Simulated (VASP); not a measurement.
# AgI (F-43m) in VASP: a series of runs, part 2 of 2

VASP 6.6.1. Earlier steps stand in the parts before.

### Step 3. Single point, PBE-based screened hybrid with 5 % exact exchange

The input, POSCAR:

```
AgI
1.0
    0.0000000000      3.2886328091      3.2886328091
    3.2886328091      0.0000000000      3.2886328091
    3.2886328091      3.2886328091      0.0000000000
Ag I
1 1
Direct
    0.0000000000      0.0000000000      0.0000000000
    0.2500000000      0.2500000000      0.2500000000
```

The input, INCAR.step1:

```
PREC     = Accurate       # precision mode
ENCUT    = 400            # plane-wave cutoff, eV
EDIFF    = 1E-5           # SCF threshold, eV
ISMEAR   = 0              # smearing method
SIGMA    = 0.01           # smearing width, eV
LREAL    = F              # projectors in reciprocal space
LASPH    = T              # aspherical terms in the spheres
NELM     = 120            # most SCF steps
ALGO     = Normal         # electronic algorithm
ISIF     = 2              # what is computed and relaxed
LWAVE    = T              # write WAVECAR
LCHARG   = F              # write CHGCAR
GGA      = PE             # functional
NBANDS   = 16             # bands
GGA_COMPAT= F
```

The input, INCAR.step2:

```
PREC     = Accurate       # precision mode
ENCUT    = 400            # plane-wave cutoff, eV
EDIFF    = 1E-6           # SCF threshold, eV
ISMEAR   = 0              # smearing method
SIGMA    = 0.01           # smearing width, eV
LREAL    = F              # projectors in reciprocal space
LASPH    = T              # aspherical terms in the spheres
NELM     = 120            # most SCF steps
ALGO     = Normal         # electronic algorithm
ISIF     = 2              # what is computed and relaxed
LWAVE    = F              # write WAVECAR
LCHARG   = F              # write CHGCAR
GGA      = PE             # functional
LHFCALC  = T              # exact exchange
AEXX     = 0.05           # exact-exchange fraction
HFSCREEN = 0.5            # screening, 1/A
PRECFOCK = Normal       
ISTART   = 1            
NBANDS   = 16             # bands
GGA_COMPAT= F
```

The input, KPOINTS:

```
regular mesh
0
Gamma
  4 4 4
```

Potentials or basis: VASP PAW PBE potentials, release 64 (Ag, I).

Command:

```bash
cat potpaw_PBE.64/Ag/POTCAR potpaw_PBE.64/I/POTCAR > POTCAR
cp INCAR.step1 INCAR
mpirun -np 1 vasp_std > vasp.out
cp INCAR.step2 INCAR
mpirun -np 1 vasp_std > vasp.out
```

OUTCAR:

```text
PREC = Accurate
   ENCUT = 400
   EDIFF = 1E-6
   ISMEAR = 0
   LREAL = F
   LASPH = T
   NELM = 120
   ISIF = 2
   GGA = PE
   LHFCALC = T
   AEXX = 0.05
   HFSCREEN = 0.5
   PRECFOCK = Normal
   ISTART = 1

 ion  position               nearest neighbor table
   1  0.000  0.000  0.000-   2 2.85   2 2.85   2 2.85   2 2.85
   2  0.250  0.250  0.250-   1 2.85   1 2.85   1 2.85   1 2.85

  LATTYP: Found a face centered cubic cell.
 ALAT       =     6.5772656182

  Lattice vectors:

 A1 = (   0.0000000000,   3.2886328091,   3.2886328091)
 A2 = (   3.2886328091,   0.0000000000,   3.2886328091)
 A3 = (   3.2886328091,   3.2886328091,   0.0000000000)

Analysis of symmetry for initial positions (statically):
=====================================================================
 Subroutine PRICEL returns:
 Original cell was already a primitive cell.

[... 154 lines left out ...]
  ext. energy  EPLUGINS =         0.00000000
  ---------------------------------------------------
  free energy    TOTEN  =        -4.85535688 eV

  energy without entropy =       -4.85535688  energy(sigma->0) =       -4.85535688

 E-fermi :   2.7394     XC(G=0):  -8.0492

 val. band max:        2.6333727596   @ k =   0.0000   0.0000   0.0000
 cond. band min:       4.0994873569   @ k =   0.0000   0.0000   0.0000
 fundamental gap:      1.4661145974
 Fermi energy:         2.7393745080

 k-point     1 :       0.0000    0.0000    0.0000
  band No.  band energies     occupation
      1     -10.0767      2.00000
      2      -1.4426      2.00000
      3      -1.4426      2.00000
      4      -1.4426      2.00000
      5      -0.3791      2.00000
      6      -0.3791      2.00000
[... 129 lines left out ...]
      3      -1.0961      2.00000
      4      -0.9672      2.00000
      5      -0.4377      2.00000
      6      -0.1411      2.00000
[... 8 lines left out ...]
     15      14.3366      0.00000
     16      14.3421      0.00000

------------------------ aborting loop because EDIFF is reached ----------------------------------------

  FORCE on cell =-STRESS in cart. coord.  units (eV):
  Direction    XX          YY          ZZ          XY          YZ          ZX
  --------------------------------------------------------------------------------------
  -------------------------------------------------------------------------------------
  Total        0.2603735      0.2603735      0.2603735      0.0000000      0.0000000     -0.0000000
  in kB        5.8645026      5.8645026      5.8645026      0.0000000      0.0000000     -0.0000000
  external PRESSURE =       5.8645026 kB  Pullay stress =       0.0000000 kB

 VOLUME and BASIS-vectors are now :
 -----------------------------------------------------------------------------
  energy-cutoff  :      400.00
  volume of cell :       71.13
      direct lattice vectors                 reciprocal lattice vectors
     0.000000000  3.288632809  3.288632809    -0.152038865  0.152038865  0.152038865
     3.288632809  0.000000000  3.288632809     0.152038865 -0.152038865  0.152038865
     3.288632809  3.288632809  0.000000000     0.152038865  0.152038865 -0.152038865

 POSITION                                       TOTAL-FORCE (eV/Angst)
 -----------------------------------------------------------------------------------
      0.00000      0.00000      0.00000        -0.000000     -0.000000     -0.000000
      1.64432      1.64432      1.64432         0.000000      0.000000      0.000000
 -----------------------------------------------------------------------------------
    total drift:                               -0.000117     -0.000039     -0.000051

  FREE ENERGIE OF THE ION-ELECTRON SYSTEM (eV)
  ---------------------------------------------------
  free  energy   TOTEN  =        -4.8553568801 eV

  energy  without entropy=       -4.8553568801  energy(sigma->0) =       -4.85535688
```

Wall time 2.8 min (1 thread of AMD EPYC 7R13 (Zen 3), shared host); peak memory 0.26 GiB.

Results:

| Item | Value |
| --- | --- |
| Free energy | -4.8554 eV |
| Pressure | 0.6 GPa |
| Band gap on the k mesh | 1.47 eV |

Levels at points of the mesh, in eV from the valence-band top:
| k point | band 5 | band 6 | band 7 | band 8 | band 9 | band 10 | band 11 | band 12 | band 13 | band 14 |
| --- | --- | --- | --- | --- | --- | --- | --- | --- | --- | --- |
| (0.00, 0.00, 0.00) | -3.01 | -3.01 | 0.00 | 0.00 | 0.00 | 1.47 | 5.94 | 5.94 | 5.94 | 9.05 |
| (0.50, 0.00, 0.00) | -2.99 | -2.99 | -2.88 | -0.67 | -0.67 | 2.90 | 6.40 | 6.40 | 7.27 | 9.32 |
| (0.50, 0.50, 0.00) | -2.93 | -2.90 | -2.52 | -1.68 | -1.68 | 3.82 | 3.98 | 8.52 | 9.67 | 9.67 |

Caveat: the PAW data sets were made with another functional, which shifts forces and pressure a little; spin-orbit coupling is left out, which moves the levels of the heavy elements.

### Step 4. Single point, HF

POSCAR is that of step 3.

The input, INCAR.step1:

```
PREC     = Accurate       # precision mode
ENCUT    = 400            # plane-wave cutoff, eV
EDIFF    = 1E-5           # SCF threshold, eV
ISMEAR   = 0              # smearing method
SIGMA    = 0.01           # smearing width, eV
LREAL    = False          # projectors in reciprocal space
LASPH    = True           # aspherical terms in the spheres
NELM     = 120            # most SCF steps
ALGO     = Normal         # electronic algorithm
ISIF     = 2              # what is computed and relaxed
LWAVE    = True           # write WAVECAR
LCHARG   = False          # write CHGCAR
NBANDS   = 16             # bands
GGA      = PE             # functional
GGA_COMPAT= False
```

The input, INCAR.step2:

```
PREC     = Accurate       # precision mode
ENCUT    = 400            # plane-wave cutoff, eV
EDIFF    = 1E-6           # SCF threshold, eV
ISMEAR   = 0              # smearing method
SIGMA    = 0.01           # smearing width, eV
LREAL    = False          # projectors in reciprocal space
LASPH    = True           # aspherical terms in the spheres
NELM     = 120            # most SCF steps
ALGO     = Normal         # electronic algorithm
ISIF     = 2              # what is computed and relaxed
LWAVE    = False          # write WAVECAR
LCHARG   = False          # write CHGCAR
GGA      = PE             # functional
LHFCALC  = True           # exact exchange
AEXX     = 1.0            # exact-exchange fraction
ALDAC    = 0.0          
AGGAC    = 0.0          
PRECFOCK = Normal       
NBANDS   = 16             # bands
ISTART   = 1            
GGA_COMPAT= False
```

KPOINTS is that of step 3.

Command:

```bash
cat potpaw_PBE.64/Ag/POTCAR potpaw_PBE.64/I/POTCAR > POTCAR
cp INCAR.step1 INCAR
mpirun -np 1 vasp_std > vasp.out
cp INCAR.step2 INCAR
mpirun -np 1 vasp_std > vasp.out
```

Wall time 8.4 min (1 thread of AMD EPYC 7R13 (Zen 3), shared host); peak memory 0.15 GiB.

Results (log left out):

```
Free energy            : -9.9162 eV
Pressure               : 5.3 GPa
Band gap on the k mesh : 8.92 eV
```

Levels at points of the mesh, in eV from the valence-band top:
| k point | band 6 | band 7 | band 8 | band 9 | band 10 | band 11 | band 12 | band 13 |
| --- | --- | --- | --- | --- | --- | --- | --- | --- |
| (0.00, 0.00, 0.00) | -5.70 | 0.00 | 0.00 | 0.00 | 8.92 | 13.64 | 13.64 | 13.64 |
| (0.50, 0.00, 0.00) | -5.56 | -4.32 | -0.81 | -0.81 | 10.54 | 13.94 | 13.94 | 14.62 |
| (0.50, 0.50, 0.00) | -5.54 | -3.51 | -2.04 | -2.04 | 10.57 | 11.58 | 16.59 | 18.27 |

Caveat: the cell stands under pressure; the PAW data sets were made with another functional, which shifts forces and pressure a little; spin-orbit coupling is left out, which moves the levels of the heavy elements.

### Step 5. Single point, HSE06

POSCAR is that of step 4.

The input, INCAR.step1:

```
ALGO = Normal
EDIFF = 1E-5
ENCUT = 400
GGA = PE
GGA_COMPAT = False
ISIF = 2
ISMEAR = 0
LASPH = True
LCHARG = False
LREAL = False
LWAVE = True
NBANDS = 16
NELM = 120
PREC = Accurate
SIGMA = 0.01
```

The input, INCAR.step2:

```
ALGO = Normal
EDIFF = 1E-6
ENCUT = 400
GGA = PE
GGA_COMPAT = False
HFSCREEN = 0.2079
ISIF = 2
ISMEAR = 0
ISTART = 1
LASPH = True
LCHARG = False
LHFCALC = True
LREAL = False
LWAVE = False
NBANDS = 16
NELM = 120
PREC = Accurate
PRECFOCK = Normal
SIGMA = 0.01
```

The input, KPOINTS:

```
k-points
0
Gamma
  4 4 4
```

Command:

```bash
cat potpaw_PBE.64/Ag/POTCAR potpaw_PBE.64/I/POTCAR > POTCAR
cp INCAR.step1 INCAR
mpirun -np 1 vasp_std > vasp.out
cp INCAR.step2 INCAR
mpirun -np 1 vasp_std > vasp.out
```

Wall time 5.7 min (1 thread of AMD EPYC 7R13 (Zen 3), shared host); peak memory 0.26 GiB.

Results (log left out):

| Quantity | Value |
| --- | --- |
| Free energy | -5.7232 eV |
| Pressure | 0.4 GPa |
| Band gap on the k mesh | 2.48 eV |

Levels at points of the mesh, in eV from the valence-band top:
```csv
k point,band 7,band 8,band 9,band 10,band 11,band 12
"(0.00, 0.00, 0.00)",0.00,0.00,0.00,2.48,7.00,7.00
"(0.50, 0.00, 0.00)",-3.44,-0.71,-0.71,3.96,7.44,7.44
"(0.50, 0.50, 0.00)",-2.82,-1.79,-1.79,4.69,5.03,9.66
```

Caveat: the PAW data sets were made with another functional, which shifts forces and pressure a little; spin-orbit coupling is left out, which moves the levels of the heavy elements.

### Step 6. Overview

| level | share of exact exchange | screening parameter | gap on the mesh (eV) | pressure (GPa) |
| --- | --- | --- | --- | --- |
| PBE-based screened hybrid with 35 % exact exchange | 0.35 | 0.3 1/Å | 2.66 | 0.4 |
| PBE-based screened hybrid with 5 % exact exchange | 0.05 | 0.5 1/Å | 1.47 | 0.6 |
| HF | 1 | - | 8.92 | 5.3 |
| HSE06 | 0.25 | 0.2079 1/Å | 2.48 | 0.4 |

Alike in all rows: task single point; potentials or basis VASP PAW PBE potentials, release 64 (Ag, I); no spin polarisation; cell as given; k mesh 4 × 4 × 4; cutoff (eV) 400; smearing gaussian 0.01 eV.

On the cell as given the gap runs from 1.47 eV (PBE-based screened hybrid with 5 % exact exchange) to 8.92 eV (HF). The pressure there spans 0.4 GPa (HSE06) to 5.3 GPa (HF); a positive pressure means that this level wants a larger cell, a negative one a smaller.

Caveats: the PAW data sets were made with another functional, which shifts forces and pressure a little; spin-orbit coupling is left out, which moves the levels of the heavy elements; the cell stands under pressure (at least some runs).

Total energies depend on the potentials used, so only differences within one code and one set of settings carry meaning.
